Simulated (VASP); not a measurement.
A run of VASP 6.6.1 is set up as follows.

INCAR

```
SYSTEM = SiNi3
PREC = Accurate
ENCUT = 520
EDIFF = 1E-6
ISMEAR = 0
SIGMA = 0.15
LREAL = .FALSE.
LASPH = .TRUE.
NELM = 80
ALGO = Fast
ISIF = 2
LWAVE = .FALSE.
LCHARG = .FALSE.
GGA = PE
NBANDS = 25
```

The input KPOINTS:

```
regular mesh
0
G
  14 14 14
  0 0 0
```

Contents of POSCAR:

```
SiNi3
1.0
    3.5062596409      0.0000000000      0.0000000000
    0.0000000000      3.5062596409      0.0000000000
    0.0000000000      0.0000000000      3.3309466589
Si Ni
1 3
Direct
    0.0000000000      0.0000000000      0.0000000000
    0.0000000000      0.5000000000      0.5000000000
    0.5000000000      0.0000000000      0.5000000000
    0.5000000000      0.5000000000      0.0000000000
```

Potentials or basis: VASP PAW PBE potentials, release 64 (Si, Ni).

Command:

```console
$ cat potpaw_PBE.64/Si/POTCAR potpaw_PBE.64/Ni/POTCAR > POTCAR
$ mpirun -np 1 vasp_std > vasp.out
```

**Question.** Estimate the pressure.

**Answer.** 12.5 GPa.

**Question.** Predict the band gap on the k mesh.

**Answer.** Zero (bands 17 and 18 overlap by 0.38 eV).

Stress tensor (GPa, compression positive):
```
 9.84  0.00  0.00
 0.00  9.84  0.00
 0.00  0.00 17.87
```

Caveat: the cell differs from its parent crystal (strain +0.000 along x and y, -0.050 along z); the cell stands under pressure. Spin polarisation is off, so any magnetic state and its effect on volume and gap are missing.
